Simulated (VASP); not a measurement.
Os: single point with PBE

Crystal: Os.

```
CELL_PARAMETERS angstrom
0.00000 1.92204 1.92204
1.92204 0.00000 1.92204
1.92204 1.92204 0.00000
ATOMIC_POSITIONS crystal
Os 0.00000 0.00000 0.00000
```

* Program: VASP 6.6.1
* Task: single point
* Functional: PBE
* Potentials or basis: VASP PAW PBE potentials, release 64 (Os)
* Cutoff: 520 eV
* k mesh: 3 × 3 × 3
* Occupations: gaussian, width 0.1 eV
* Spin: no spin polarisation
* Dipole correction: no
* Further INCAR settings: ALGO = Normal; EDIFF = 1e-06; NBANDS = 10

```json
{
 "Pressure": "27.7 GPa",
 "Band gap on the k mesh": "zero (band 4 reaches 9.84 eV, above the bottom of band 5 at 9.13 eV)"
}
```

Levels at points of the mesh, in eV from the Fermi level:
```
           k point  band 2  band 3  band 4  band 5  band 6  band 7
(0.00, 0.00, 0.00)   -3.67   -3.67   -3.67   -0.68   -0.68   13.55
```

Wall time 4.2 s on 1 thread of AMD EPYC 7R13, on a shared host, peak memory 0.09 GiB.

Caveat: the k points lie up to 0.94 Å⁻¹ apart; spin-orbit coupling is left out, which moves the levels of the heavy elements.
